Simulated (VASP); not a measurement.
Set up this calculation in VASP 6.6.1, as the native input.

```
Task                   : single point
Functional             : LDA
Potentials or basis    : VASP PAW LDA potentials, release 64 (K_sv, Cl)
Cutoff                 : 500 eV
k mesh                 : 3 × 3 × 3
Occupations            : gaussian, width 0.01 eV
Spin                   : no spin polarisation
Dipole correction      : no
Further INCAR settings : ALGO = Normal; EDIFF = 1e-06; NBANDS = 15
```

The structure of KCl lies in POSCAR:

```
KCl
1.0
    0.0000000000      3.1464700000      3.1464700000
    3.1464700000      0.0000000000      3.1464700000
    3.1464700000      3.1464700000      0.0000000000
K Cl
1 1
Direct
    0.0000000000      0.0000000000      0.0000000000
    0.5000000000      0.5000000000      0.5000000000
```

The input as run:

INCAR

```
PREC = Accurate
ENCUT = 500
EDIFF = 1E-6
ISMEAR = 0
SIGMA = 0.01
LREAL = False
LASPH = True
NELM = 120
ALGO = Normal
ISIF = 2
LWAVE = False
LCHARG = False
NBANDS = 15
GGA_COMPAT = False
```

KPOINTS

```
Automatic mesh
0
Gamma
  3 3 3
```

Potentials or basis: VASP PAW LDA potentials, release 64 (K_sv, Cl).

The run is started by

```bash
$ cat potpaw_LDA.64/K_sv/POTCAR potpaw_LDA.64/Cl/POTCAR > POTCAR
$ mpirun -np 1 vasp_std > vasp.out
```

Results of the run:

* Pressure: -1.9 GPa
* Band gap on the k mesh: 4.74 eV

Caveat: the k points lie up to 0.58 Å⁻¹ apart.

Run time: 5.6 s on 1 thread of Intel Xeon 8259CL, on a shared host, peak memory 0.14 GiB.
